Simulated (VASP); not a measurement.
Wanted: the native input for a VASP 6.6.1 run.

* Task: relaxation of cell and atoms
* Functional: PBE
* Potentials or basis: VASP PAW PBE potentials, release 64 (Ru_pv)
* Cutoff: 600 eV
* k mesh: 14 × 14 × 14
* Occupations: fermi-dirac, width 0.1 eV
* Spin: no spin polarisation
* Dipole correction: no
* Further INCAR settings: ALGO = Normal; EDIFF = 1e-06; IBRION = 2; EDIFFG = -0.01; NSW = 80; ISIF = 3

The structure of Ru lies in POSCAR:

```
Ru
1.0
    0.0000000000      1.8924348942      1.8924348942
    1.8924348942      0.0000000000      1.8924348942
    1.8924348942      1.8924348942      0.0000000000
Ru
1
Direct
    0.0000000000      0.0000000000      0.0000000000
```

These files were run (other wordings do the same):

INCAR

```
SYSTEM = Ru
PREC = Accurate ; ENCUT = 600
EDIFF = 1E-6 ; ISMEAR = -1
SIGMA = 0.1 ; LREAL = .False.
LASPH = .True. ; NELM = 80
ALGO = Normal ; ISIF = 3
LWAVE = .False. ; LCHARG = .False.
GGA = PE ; IBRION = 2
NSW = 80 ; EDIFFG = -0.01
```

KPOINTS

```
Automatic mesh
0
Gamma
  14 14 14
  0 0 0
```

Potentials or basis: VASP PAW PBE potentials, release 64 (Ru_pv).

Run with:

```sh
$ cat potpaw_PBE.64/Ru_pv/POTCAR > POTCAR
$ mpirun -np 1 vasp_std > vasp.out
```

It gave:

The relaxed volume is 13.85 Å³/atom, the relaxed cell is a = 2.695 Å, b = 2.695 Å, c = 2.695 Å, α = 60.00°, β = 60.00°, γ = 60.00° and the space group after relaxing (to 0.05 Å) is Fm-3m (No. 225). The energy gained by relaxing is 6.0 meV/atom and the ionic steps are 4. The pressure after relaxing is -0.1 GPa. The band gap on the k mesh is zero (band 7 reaches 14.59 eV, above the bottom of band 8 at 11.26 eV).

Wall time 29 s on 1 thread of AMD EPYC 9R45 96-Core Processor (Zen 5) (shared host), peak memory 0.13 GiB.
